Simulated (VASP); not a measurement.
# InSb (F-43m) in VASP: notebook

InSb is run at these levels: r2SCAN; tasks: single point, relaxation of cell and atoms.

Everything below comes from runs of VASP 6.6.1. Logs are shortened: lines on timing, memory, paths and dates and some standing lists are left out, and cuts for length are marked.

### 1 The cell of the first run

It takes space group F-43m (No. 216, cubic). Conventional cell: a = 6.556 Å, b = 6.556 Å, c = 6.556 Å, α = 90.00°, β = 90.00°, γ = 90.00°. Within 3.7 Å of In (site symmetry -43m) lie 4 Sb at 2.84 Å. Within 3.7 Å of Sb (site symmetry -43m) lie 4 In at 2.84 Å.

### 2 Single point, r2SCAN

POSCAR

```
InSb
1.0
    0.0000000000      3.2779517421      3.2779517421
    3.2779517421      0.0000000000      3.2779517421
    3.2779517421      3.2779517421      0.0000000000
In Sb
1 1
Direct
    0.0000000000      0.0000000000      0.0000000000
    0.7500000000      0.7500000000      0.7500000000
```

INCAR.step1

```
SYSTEM = InSb
ALGO = Normal
EDIFF = 1E-4
ENCUT = 520
GGA = PE
ISMEAR = -1
LASPH = .TRUE.
LCHARG = .FALSE.
LREAL = .FALSE.
LWAVE = .TRUE.
NBANDS = 16
NELM = 80
PREC = Accurate
SIGMA = 0.05
```

INCAR.step2

```
SYSTEM = InSb
ALGO = Normal
EDIFF = 1E-7
ENCUT = 520
ISIF = 2
ISMEAR = -1
ISTART = 1
LASPH = .TRUE.
LCHARG = .TRUE.
LELF = .TRUE.
LMIXTAU = .TRUE.
LREAL = .FALSE.
LVHAR = .TRUE.
LWAVE = .FALSE.
METAGGA = R2SCAN
NBANDS = 16
NELM = 80
PREC = Accurate
SIGMA = 0.05
```

KPOINTS

```
k-points
0
G
  12 12 12
  0 0 0
```

Potentials or basis: VASP PAW PBE potentials, release 64 (In_d, Sb).

Command:

```
cat potpaw_PBE.64/In_d/POTCAR potpaw_PBE.64/Sb/POTCAR > POTCAR
cp INCAR.step1 INCAR
mpirun -np 1 vasp_std > vasp.out
cp INCAR.step2 INCAR
mpirun -np 1 vasp_std > vasp.out
```

OUTCAR:

```text
SYSTEM = InSb
   EDIFF = 1E-7
   ENCUT = 520
   ISIF = 2
   ISMEAR = -1
   ISTART = 1
   LASPH = .TRUE.
   LREAL = .FALSE.
   METAGGA = R2SCAN
   NELM = 80
   PREC = Accurate

 ion  position               nearest neighbor table
   1  0.000  0.000  0.000-   2 2.84   2 2.84   2 2.84   2 2.84
   2  0.750  0.750  0.750-   1 2.84   1 2.84   1 2.84   1 2.84

  LATTYP: Found a face centered cubic cell.
 ALAT       =     6.5559034842

  Lattice vectors:

 A1 = (   0.0000000000,   3.2779517421,   3.2779517421)
 A2 = (   3.2779517421,   0.0000000000,   3.2779517421)
 A3 = (   3.2779517421,   3.2779517421,   0.0000000000)

Analysis of symmetry for initial positions (statically):
=====================================================================
 Subroutine PRICEL returns:
 Original cell was already a primitive cell.

 Routine SETGRP: Setting up the symmetry group for a
 face centered cubic supercell.

 Subroutine GETGRP returns: Found 24 space group operations
 (whereof 24 operations were pure point group operations)
 out of a pool of 48 trial point group operations.

The static configuration has the point symmetry T_d .

Analysis of symmetry for dynamics (positions and initial velocities):
=====================================================================
 Subroutine PRICEL returns:
 Original cell was already a primitive cell.

 Routine SETGRP: Setting up the symmetry group for a
 face centered cubic supercell.

 Subroutine GETGRP returns: Found 24 space group operations
 (whereof 24 operations were pure point group operations)
 out of a pool of 48 trial point group operations.

The dynamic configuration has the point symmetry T_d .

 Subroutine INISYM returns: Found 24 space group operations
 (whereof 24 operations are pure point group operations),
 and found     1 'primitive' translations

----------------------------------------------------------------------------------------

                                     Primitive cell

  volume of cell :      70.4430

  direct lattice vectors                    reciprocal lattice vectors
     0.000000000  3.277951742  3.277951742    -0.152534277  0.152534277  0.152534277
     3.277951742  0.000000000  3.277951742     0.152534277 -0.152534277  0.152534277
     3.277951742  3.277951742  0.000000000     0.152534277  0.152534277 -0.152534277

  length of vectors
     4.635723810  4.635723810  4.635723810     0.264197118  0.264197118  0.264197118

  position of ions in fractional coordinates (direct lattice)
     0.000000000  0.000000000  0.000000000
     0.750000000  0.750000000  0.750000000

  ion indices of the primitive-cell ions
   primitive index   ion index
                 1           1
                 2           2

----------------------------------------------------------------------------------------

 KPOINTS: k-points

Automatic generation of k-mesh.
 Grid dimensions read from file:
 generate k-points for:   12   12   12

 Generating k-lattice:

  Cartesian coordinates                     Fractional coordinates (reciprocal lattice)
    -0.012711190  0.012711190  0.012711190     0.083333333  0.000000000  0.000000000
     0.012711190 -0.012711190  0.012711190     0.000000000  0.083333333  0.000000000
     0.012711190  0.012711190 -0.012711190     0.000000000  0.000000000  0.083333333

  Length of vectors
     0.022016427  0.022016427  0.022016427

  Shift w.r.t. Gamma in fractional coordinates (k-lattice)
     0.000000000  0.000000000  0.000000000

 Subroutine IBZKPT returns following result:
 ===========================================

 Found     72 irreducible k-points:

 Following reciprocal coordinates:
            Coordinates               Weight
  0.000000  0.000000  0.000000      1.000000
  0.083333  0.000000  0.000000      8.000000
  0.166667  0.000000  0.000000      8.000000
  0.250000  0.000000  0.000000      8.000000
  0.333333  0.000000  0.000000      8.000000
  0.416667  0.000000  0.000000      8.000000
[... 16 lines left out ...]
  0.500000  0.166667  0.000000     24.000000
 -0.416667  0.166667  0.000000     24.000000
 [... further k-points ...]
   k-points           NKPTS =     72   k-points in BZ     NKDIM =     72   number of bands    NBANDS=     16
   number of dos      NEDOS =    301   number of ions     NIONS =      2
   total plane-waves  NPLWV =  46656
   dimension x,y,z NGX =    36 NGY =   36 NGZ =   36
   dimension x,y,z NGXF=    72 NGYF=   72 NGZF=   72
   ions per type =               1   1
   NGX,Y,Z   is equivalent  to a cutoff of  12.91, 12.91, 12.91 a.u.
   NGXF,Y,Z  is equivalent  to a cutoff of  25.82, 25.82, 25.82 a.u.
 SYSTEM =  InSb
   PREC   = accura    normal or accurate (medium, high low for compatibility)
   ISTART =      1    job   : 0-new  1-cont  2-samecut
   ICHARG =      0    charge: 1-file 2-atom 10-const
   ISPIN  =      1    spin polarized calculation?
   LNONCOLLINEAR =      F non collinear calculations
   LSORBIT =      F    spin-orbit coupling
   LASPH  =      T    aspherical Exc in radial PAW
   ENCUT  =  520.0 eV  38.22 Ry    6.18 a.u.   8.62  8.62  8.62*2*pi/ulx,y,z
   NELM   =     80;   NELMIN=  2; NELMDL=  0     # of ELM steps
   EDIFF  = 0.1E-06   stopping-criterion for ELM
   LREAL  =      F    real-space projection
   EDIFFG = 0.1E-05   stopping-criterion for IOM
   NSW    =      0    number of steps for IOM
   IBRION =     -1    ionic relax: 0-MD 1-quasi-New 2-CG
   NFREE  =      0    steps in history (QN), initial steepest desc. (CG)
   ISIF   =      2    stress and relaxation
   ISYM   =      2    0-nonsym 1-usesym 2-fastsym
   POTIM  = 0.5000    time-step for ionic-motion
   TEBEG  =    0.0;   TEEND  =   0.0 temperature during run
   PSTRESS=    0.0 pullay stress
   NELECT =      18.0000    total number of electrons
   NUPDOWN=      -1.0000    fix difference up-down
   EMIN   =  10.00;   EMAX   =-10.00  energy-range for DOS
   EFERMI =   0.00;   METHOD = LEGACY
   ISMEAR =    -1;   SIGMA  =   0.05  broadening in eV -4-tet -1-fermi 0-gaus
   EFERMI_NEDOS =   21; number of points for ismear=-14 and -15
   IALGO  =     38    algorithm
   IMIX   =      4    mixing-type and parameters
     AMIX     =   0.40;   BMIX     =  1.00
     AMIX_MAG =   1.60;   BMIX_MAG =  1.00
  volume/ion in A,a.u.               =      35.22       237.69
  Fermi-wavevector in a.u.,A,eV,Ry     =   1.038851  1.963143 14.683552  1.079211
  Thomas-Fermi vector in A             =   2.173354
   LORBIT       =      0    0 simple, 1 ext, 2 COOP (PROOUT), +10 PAW based schemes
   METAGGA = R2SCAN    functional components
   LHFCALC =     F    Hartree Fock is set to
   AEXX    =    0.0000 exact exchange contribution
   IVDW    =     0    specifies the selected vdW correction
   LEPSILON=     F    determine dielectric tensor
   LRPA    =     F    only Hartree local field effects (RPA)
 non-spin polarized calculation
  energy-cutoff  :      520.00
  volume of cell :       70.44
 maximum number of plane-waves:      1924
   NGX = 17   NGY = 17   NGZ = 17

 number of electron      17.9999999 magnetization

 Free energy of the ion-electron system (eV)
  ---------------------------------------------------
  ext. energy  EPLUGINS =         0.00000000
  ---------------------------------------------------
  free energy    TOTEN  =       -48.76874920 eV

  energy without entropy =      -48.76851358  energy(sigma->0) =      -48.76863139

 E-fermi :   4.6526     XC(G=0):  -9.0847

 val. band max:        4.5725342938   @ k =   0.0000   0.0000   0.0000
 cond. band min:       5.3168124352   @ k =   0.5000   0.0000   0.0000
 fundamental gap:      0.7442781414
 Fermi energy:         4.6525857845

 k-point     1 :       0.0000    0.0000    0.0000
  band No.  band energies     occupation
      1     -10.4724      2.00000
      2     -10.4724      2.00000
      3     -10.4724      2.00000
      4     -10.3810      2.00000
      5     -10.3810      2.00000
      6      -6.3430      2.00000
[... 8 lines left out ...]
     15      13.1833      0.00000
     16      13.1833      0.00000

 k-point     2 :       0.0833    0.0000    0.0000
  band No.  band energies     occupation
      1     -10.4754      2.00000
      2     -10.4710      2.00000
      3     -10.4710      2.00000
      4     -10.3810      2.00000
      5     -10.3810      2.00000
      6      -6.2792      2.00000
[... 8 lines left out ...]
     15      12.6990      0.00000
     16      12.6990      0.00000

 k-point     3 :       0.1667    0.0000    0.0000
  band No.  band energies     occupation
      1     -10.4837      2.00000
      2     -10.4672      2.00000
      3     -10.4672      2.00000
      4     -10.3812      2.00000
      5     -10.3812      2.00000
      6      -6.0930      2.00000
[... 8 lines left out ...]
     15      12.2645      0.00000
     16      12.2645      0.00000

 k-point     4 :       0.2500    0.0000    0.0000
  band No.  band energies     occupation
      1     -10.4948      2.00000
      2     -10.4623      2.00000
      3     -10.4623      2.00000
      4     -10.3811      2.00000
      5     -10.3811      2.00000
      6      -5.8025      2.00000
[... 8 lines left out ...]
     15      12.2353      0.00000
     16      12.2353      0.00000
[... 324 lines left out ...]
 k-point    22 :       0.4167    0.1667    0.0000
  band No.  band energies     occupation
      1     -10.5188      2.00000
      2     -10.4511      2.00000
      3     -10.4486      2.00000
      4     -10.3862      2.00000
      5     -10.3772      2.00000
      6      -5.1389      2.00000
[... 8 lines left out ...]
     15      13.5783      0.00000
     16      14.2308      0.00000

 k-point    23 :       0.5000    0.1667    0.0000
  band No.  band energies     occupation
      1     -10.5226      2.00000
      2     -10.4496      2.00000
      3     -10.4473      2.00000
      4     -10.3844      2.00000
      5     -10.3781      2.00000
      6      -4.8718      2.00000
[... 8 lines left out ...]
     15      14.0230      0.00000
     16      14.2781      0.00000

 k-point    24 :      -0.4167    0.1667    0.0000
  band No.  band energies     occupation
      1     -10.5222      2.00000
      2     -10.4495      2.00000
      3     -10.4483      2.00000
      4     -10.3824      2.00000
      5     -10.3799      2.00000
      6      -4.8299      2.00000
[... 8 lines left out ...]
     15      13.2118      0.00000
     16      13.5832      0.00000

 [... further k-points ...]

------------------------ aborting loop because EDIFF is reached ----------------------------------------

  FORCE on cell =-STRESS in cart. coord.  units (eV):
  Direction    XX          YY          ZZ          XY          YZ          ZX
  --------------------------------------------------------------------------------------
  -------------------------------------------------------------------------------------
  Total        0.0049280      0.0049280      0.0049280     -0.0000000      0.0000000     -0.0000000
  in kB        0.1120832      0.1120832      0.1120832     -0.0000000      0.0000000     -0.0000000
  external PRESSURE =       0.1120832 kB  Pullay stress =       0.0000000 kB

 VOLUME and BASIS-vectors are now :
 -----------------------------------------------------------------------------
  energy-cutoff  :      520.00
  volume of cell :       70.44
      direct lattice vectors                 reciprocal lattice vectors
     0.000000000  3.277951742  3.277951742    -0.152534277  0.152534277  0.152534277
     3.277951742  0.000000000  3.277951742     0.152534277 -0.152534277  0.152534277
     3.277951742  3.277951742  0.000000000     0.152534277  0.152534277 -0.152534277

 POSITION                                       TOTAL-FORCE (eV/Angst)
 -----------------------------------------------------------------------------------
      0.00000      0.00000      0.00000        -0.000000     -0.000000     -0.000000
      4.91693      4.91693      4.91693         0.000000      0.000000      0.000000
 -----------------------------------------------------------------------------------
    total drift:                                0.000001      0.000001      0.000001

  FREE ENERGIE OF THE ION-ELECTRON SYSTEM (eV)
  ---------------------------------------------------
  free  energy   TOTEN  =       -48.7687492046 eV

  energy  without entropy=      -48.7685135785  energy(sigma->0) =      -48.76863139
```

Run time: 8.5 min. Hardware: 1 thread of Intel Xeon 8259CL, shared host; peak memory 0.28 GiB.

What came out:

```
Free energy            : -48.7687 eV
Pressure               : 0.0 GPa
Band gap on the k mesh : 0.02 eV
```

Caveat: the smearing spreads over this small gap; semilocal functionals underestimate gaps, and a narrow one can read as zero; the PAW data sets were made with another functional, which shifts forces and pressure a little; spin-orbit coupling is left out, which moves the levels of the heavy elements.

### 3 Relaxation of cell and atoms, r2SCAN

This run uses another cell than the first one, of 33.98 Å³/atom.

POSCAR

```
InSb
1.0
    0.0000000000      3.2391000000      3.2391000000
    3.2391000000      0.0000000000      3.2391000000
    3.2391000000      3.2391000000      0.0000000000
In Sb
1 1
Direct
    0.0000000000      0.0000000000      0.0000000000
    0.7500000000      0.7500000000      0.7500000000
```

INCAR.step1

```
PREC = Accurate
ENCUT = 600
ISMEAR = -1
SIGMA = 0.05
LREAL = False
LASPH = True
NELM = 80
GGA = PE
ALGO = Normal
EDIFF = 1E-4
LWAVE = True
LCHARG = False
```

INCAR.step2

```
PREC = Accurate
ENCUT = 600
EDIFF = 1E-6
ISMEAR = -1
SIGMA = 0.05
LREAL = False
LASPH = True
NELM = 80
ALGO = Normal
ISIF = 3
LWAVE = False
LCHARG = False
METAGGA = R2SCAN
LMIXTAU = True
IBRION = 2
NSW = 100
EDIFFG = -0.002
ISTART = 1
```

KPOINTS

```
regular mesh
0
Gamma
  12 12 12
```

Potentials or basis: VASP PAW PBE potentials, release 64 (In_d, Sb).

Command:

```
cat potpaw_PBE.64/In_d/POTCAR potpaw_PBE.64/Sb/POTCAR > POTCAR
cp INCAR.step1 INCAR
mpirun -np 1 vasp_std > vasp.out
cp INCAR.step2 INCAR
mpirun -np 1 vasp_std > vasp.out
```

Wall time 24 min (1 thread of Intel Xeon 8259CL, shared host); peak memory 0.33 GiB.

Results (log left out):

* Free energy: -48.7694 eV
* Relaxed volume: 35.24 Å³/atom
* Relaxed cell: a = 4.636 Å, b = 4.636 Å, c = 4.636 Å, α = 60.00°, β = 60.00°, γ = 60.00°
* Space group after relaxing (to 0.1 Å): F-43m (No. 216)
* Energy gained by relaxing: 6.5 meV/atom
* Ionic steps: 3
* Pressure after relaxing: 0.0 GPa
* Band gap on the k mesh: 0.02 eV

Step by step:
```tsv
step	energy change (eV)	largest force (eV/Å)	pressure (GPa)	volume (Å³)
1	0.0000	0.0000	1.72	67.97
2	-0.0106	0.0000	-0.67	71.62
3	-0.0130	0.0000	0.00	70.48
```

Final structure:
```
CELL_PARAMETERS angstrom
0.00000 3.27847 3.27847
3.27847 0.00000 3.27847
3.27847 3.27847 0.00000
ATOMIC_POSITIONS crystal
In 0.00000 0.00000 0.00000
Sb 0.75000 0.75000 0.75000
```

Levels at points of the mesh, in eV from the valence-band top:
```
           k point  band 6  band 7  band 8  band 9  band 10  band 11  band 12  band 13
(0.00, 0.00, 0.00)  -10.89    0.00    0.00    0.00     0.02     3.22     3.22     3.22
(0.50, 0.00, 0.00)   -9.53   -5.60   -0.99   -0.99     0.77     4.09     4.09     6.48
(0.50, 0.50, 0.00)   -8.93   -5.91   -2.24   -2.24     1.57     1.63     8.52     8.52
```

Caveat: the smearing spreads over this small gap; semilocal functionals underestimate gaps, and a narrow one can read as zero; the PAW data sets were made with another functional, which shifts forces and pressure a little; spin-orbit coupling is left out, which moves the levels of the heavy elements. Zero-point motion and thermal expansion aren't in these numbers.

The gap in the log of VASP goes by the Fermi energy; the results here count the filled bands.